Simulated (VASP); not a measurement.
# GdN (Fm-3m) in VASP: notebook

GdN is run at these levels: PBE+U; tasks: single point.

All numbers are computed with VASP 6.6.1; they aren't measurements. Logs are shortened: lines on timing, memory, paths and dates and some standing lists are left out, and cuts for length are marked.

### 1 The cell of the first run

The structure is cubic, space group Fm-3m (No. 225). The conventional cell has a = 5.116 Å, b = 5.116 Å, c = 5.116 Å, α = 90.00°, β = 90.00°, γ = 90.00°. Within 3.4 Å of Gd (site symmetry m-3m) lie 6 N at 2.56 Å. Within 3.4 Å of N (site symmetry m-3m) lie 6 Gd at 2.56 Å.

### 2 Single point, PBE+U, collinear spin, ferromagnetic start (16.74 Å³/atom)

INCAR

```
ALGO = Normal
EDIFF = 1E-6
ENCUT = 520
GGA = PE
ISIF = 2
ISMEAR = 0
ISPIN = 2
LASPH = T
LCHARG = T
LDAU = T
LDAUJ = 0 0
LDAUL = 3 -1
LDAUPRINT = 1
LDAUTYPE = 2
LDAUU = 6 0
LELF = T
LMAXMIX = 6
LORBIT = 11
LREAL = F
LVHAR = T
LWAVE = F
MAGMOM = 7.65 -0.16
NBANDS = 22
NELM = 150
PREC = Accurate
SIGMA = 0.05
```

KPOINTS

```
k-points
0
Gamma
  10 10 10
```

POSCAR

```
GdN
1.0
    0.0000000000      2.5581650617      2.5581650617
    2.5581650617      0.0000000000      2.5581650617
    2.5581650617      2.5581650617      0.0000000000
Gd N
1 1
Direct
    0.5000000000      0.5000000000      0.5000000000
    0.0000000000      0.0000000000      0.0000000000
```

Potentials or basis: VASP PAW PBE potentials, release 64 (Gd, N).

On the command line:

```bash
$ cat potpaw_PBE.64/Gd/POTCAR potpaw_PBE.64/N/POTCAR > POTCAR
$ mpirun -np 1 vasp_std > vasp.out
```

OUTCAR:

```text
EDIFF = 1E-6
   ENCUT = 520
   GGA = PE
   ISIF = 2
   ISMEAR = 0
   ISPIN = 2
   LASPH = T
   LORBIT = 11
   LREAL = F
   NELM = 150
   PREC = Accurate

 ion  position               nearest neighbor table
   1  0.500  0.500  0.500-   2 2.56   2 2.56   2 2.56   2 2.56   2 2.56   2 2.56
   2  0.000  0.000  0.000-   1 2.56   1 2.56   1 2.56   1 2.56   1 2.56   1 2.56

  LATTYP: Found a face centered cubic cell.
 ALAT       =     5.1163301234

  Lattice vectors:

 A1 = (   0.0000000000,   2.5581650617,   2.5581650617)
 A2 = (   2.5581650617,   0.0000000000,   2.5581650617)
 A3 = (   2.5581650617,   2.5581650617,   0.0000000000)

Analysis of symmetry for initial positions (statically):
=====================================================================
 Subroutine PRICEL returns:
 Original cell was already a primitive cell.

 Routine SETGRP: Setting up the symmetry group for a
 face centered cubic supercell.

 Subroutine GETGRP returns: Found 48 space group operations
 (whereof 48 operations were pure point group operations)
 out of a pool of 48 trial point group operations.

The static configuration has the point symmetry O_h .

Analysis of symmetry for dynamics (positions and initial velocities):
=====================================================================
 Subroutine PRICEL returns:
 Original cell was already a primitive cell.

 Routine SETGRP: Setting up the symmetry group for a
 face centered cubic supercell.

 Subroutine GETGRP returns: Found 48 space group operations
 (whereof 48 operations were pure point group operations)
 out of a pool of 48 trial point group operations.

The dynamic configuration has the point symmetry O_h .

Analysis of structural, dynamic, and magnetic symmetry:
[... 187 lines left out ...]
  o =  0.9907  v =  0.0000 -0.0000 -0.0000 -0.0000 -0.0017 -1.0000 -0.0013  0.0000  0.0000  0.0000  0.0000  0.0000  0.0000  0.0000      0.0000  0.0000  0.0000  0.0000  0.0000  0.0000  0.0000  0.0000  0.0000  0.0000  0.0000  0.0000  0.0000  0.0000
  o =  0.9907  v = -0.6124  0.0000  0.7906 -0.0000 -0.0000 -0.0000 -0.0000  0.0000  0.0000  0.0000  0.0000  0.0000  0.0000  0.0000      0.0000  0.0000  0.0000  0.0000  0.0000  0.0000  0.0000  0.0000  0.0000  0.0000  0.0000  0.0000  0.0000  0.0000
  o =  0.9907  v =  0.0000 -0.0000 -0.0000  0.0000 -0.7906  0.0022 -0.6124  0.0000  0.0000  0.0000  0.0000  0.0000  0.0000  0.0000      0.0000  0.0000  0.0000  0.0000  0.0000  0.0000  0.0000  0.0000  0.0000  0.0000  0.0000  0.0000  0.0000  0.0000
  o =  0.9927  v = -0.7906 -0.0000 -0.6124  0.0000  0.0000  0.0000  0.0000  0.0000  0.0000  0.0000  0.0000  0.0000  0.0000  0.0000      0.0000  0.0000  0.0000  0.0000  0.0000  0.0000  0.0000  0.0000  0.0000  0.0000  0.0000  0.0000  0.0000  0.0000
  o =  0.9927  v =  0.0000 -0.0000  0.0000  0.0763  0.6106  0.0000 -0.7883  0.0000  0.0000  0.0000  0.0000  0.0000  0.0000  0.0000      0.0000  0.0000  0.0000  0.0000  0.0000  0.0000  0.0000  0.0000  0.0000  0.0000  0.0000  0.0000  0.0000  0.0000
  o =  0.9927  v =  0.0000 -0.0000  0.0000  0.9971 -0.0467 -0.0000  0.0603  0.0000  0.0000  0.0000  0.0000  0.0000  0.0000  0.0000      0.0000  0.0000  0.0000  0.0000  0.0000  0.0000  0.0000  0.0000  0.0000  0.0000  0.0000  0.0000  0.0000  0.0000

 number of electron      22.9999992 magnetization       6.9999304

 Free energy of the ion-electron system (eV)
  ---------------------------------------------------
  ext. energy  EPLUGINS =         0.00000000
  ---------------------------------------------------
  free energy    TOTEN  =       -22.75460100 eV

  energy without entropy =      -22.75445896  energy(sigma->0) =      -22.75452998

 E-fermi :   3.3415     XC(G=0): -11.1787

 val. band max:        3.2980530388   @ k =   0.1000   0.1000   0.0000
 cond. band min:       3.3689963569   @ k =   0.4000   0.4000   0.0000
 fundamental gap:      0.0709433181
 Fermi energy:         3.3415398885

 spin component 1

 k-point     1 :       0.0000    0.0000    0.0000
  band No.  band energies     occupation
      1     -40.6435      1.00000
      2     -17.6793      1.00000
      3     -17.6793      1.00000
      4     -17.6793      1.00000
      5      -9.2699      1.00000
      6      -3.2275      1.00000
[... 1193 lines left out ...]
     21      13.4065      0.00000
     22      16.6213      0.00000

 [... further k-points ...]

------------------------ aborting loop because EDIFF is reached ----------------------------------------

  FORCE on cell =-STRESS in cart. coord.  units (eV):
  Direction    XX          YY          ZZ          XY          YZ          ZX
  --------------------------------------------------------------------------------------
  -------------------------------------------------------------------------------------
  Total       -1.7622874     -1.7622874     -1.7622874      0.0000000     -0.0000000      0.0000000
  in kB      -84.3279698    -84.3279698    -84.3279698      0.0000000     -0.0000000      0.0000000
  external PRESSURE =     -84.3279698 kB  Pullay stress =       0.0000000 kB

 VOLUME and BASIS-vectors are now :
 -----------------------------------------------------------------------------
  energy-cutoff  :      520.00
  volume of cell :       33.48
      direct lattice vectors                 reciprocal lattice vectors
     0.000000000  2.558165062  2.558165062    -0.195452595  0.195452595  0.195452595
     2.558165062  0.000000000  2.558165062     0.195452595 -0.195452595  0.195452595
     2.558165062  2.558165062  0.000000000     0.195452595  0.195452595 -0.195452595

 POSITION                                       TOTAL-FORCE (eV/Angst)
 -----------------------------------------------------------------------------------
      2.55817      2.55817      2.55817         0.000000     -0.000000     -0.000000
      0.00000      0.00000      0.00000        -0.000000      0.000000      0.000000
 -----------------------------------------------------------------------------------
    total drift:                                0.000000      0.000000      0.000000

  FREE ENERGIE OF THE ION-ELECTRON SYSTEM (eV)
  ---------------------------------------------------
  free  energy   TOTEN  =       -22.7546009974 eV

  energy  without entropy=      -22.7544589595  energy(sigma->0) =      -22.75452998

 total charge

# of ion       s       p       d       f       tot
--------------------------------------------------
    1        2.031   5.654   0.499   6.970  15.153
    2        1.245   2.352   0.000   0.000   3.597
--------------------------------------------------
tot          3.276   8.006   0.499   6.970  18.751

 magnetization (x)

# of ion       s       p       d       f       tot
--------------------------------------------------
    1       -0.006  -0.087   0.066   6.899   6.872
    2       -0.008  -0.100   0.000   0.000  -0.108
--------------------------------------------------
tot         -0.014  -0.187   0.066   6.899   6.764
```

stdout:

```text
POSCAR found type information on POSCAR GdN
 POSCAR found :  2 types and       2 ions
 scaLAPACK will be used
 LDA part: xc-table for (Slater+PW92), standard interpolation
 POSCAR, INCAR and KPOINTS ok, starting setup
 FFT: planning ... GRIDC
 FFT: planning ... GRID_SOFT
 FFT: planning ... GRID
 WAVECAR not read
 entering main loop
```

Wall time 99 s (1 thread of Intel Xeon Platinum 8259CL at 2.50GHz (Skylake/Cascade Lake), shared host); peak memory 0.22 GiB.

What came out:

* Free energy: -22.7546 eV
* Pressure: -8.4 GPa
* Band gap on the k mesh: zero (filled and empty bands overlap)
* Net moment: 7.00 μB per cell
* Site moments: Gd +6.87; N -0.11 μB
* Valence electrons inside the program's atomic spheres: Gd 15.15; N 3.60

Levels at points of the mesh, in eV from the Fermi level:
Spin up:
| k point | band 11 | band 12 | band 13 | band 14 | band 15 | band 16 | band 17 | band 18 | band 19 | band 20 |
| --- | --- | --- | --- | --- | --- | --- | --- | --- | --- | --- |
| (0.00, 0.00, 0.00) | -6.40 | -6.40 | 0.18 | 0.18 | 0.18 | 2.55 | 2.55 | 2.55 | 2.78 | 4.46 |
| (0.50, 0.00, 0.00) | -6.40 | -6.37 | -3.95 | -2.16 | -2.16 | 4.92 | 5.57 | 5.57 | 6.18 | 9.25 |
| (0.50, 0.50, 0.00) | -6.45 | -6.44 | -1.38 | -0.24 | -0.24 | -0.16 | 5.95 | 6.14 | 7.08 | 7.08 |
Spin down:
| k point | band 6 | band 7 | band 8 | band 9 | band 10 | band 11 |
| --- | --- | --- | --- | --- | --- | --- |
| (0.00, 0.00, 0.00) | -0.32 | -0.32 | -0.32 | 3.24 | 3.34 | 3.34 |
| (0.50, 0.00, 0.00) | -3.73 | -2.08 | -2.08 | 4.24 | 4.58 | 4.58 |
| (0.50, 0.50, 0.00) | -1.13 | -0.48 | -0.48 | 0.47 | 4.64 | 4.67 |

Eigenvalues of the final occupation matrices:
| site | spin | trace | eigenvalues |
| --- | --- | --- | --- |
| site 1 f | 1 | 6.94 | 0.99 0.99 0.99 0.99 0.99 0.99 0.99 |
| site 1 f | 2 | 0.04 | 0.00 0.00 0.00 0.00 0.01 0.01 0.01 |

Caveat: the cell stands under tension; spin-orbit coupling is left out, which moves the levels of the heavy elements; a cell with one magnetic atom can't hold antiferromagnetic order, which such compounds often take.

[end of part 1 of 2]
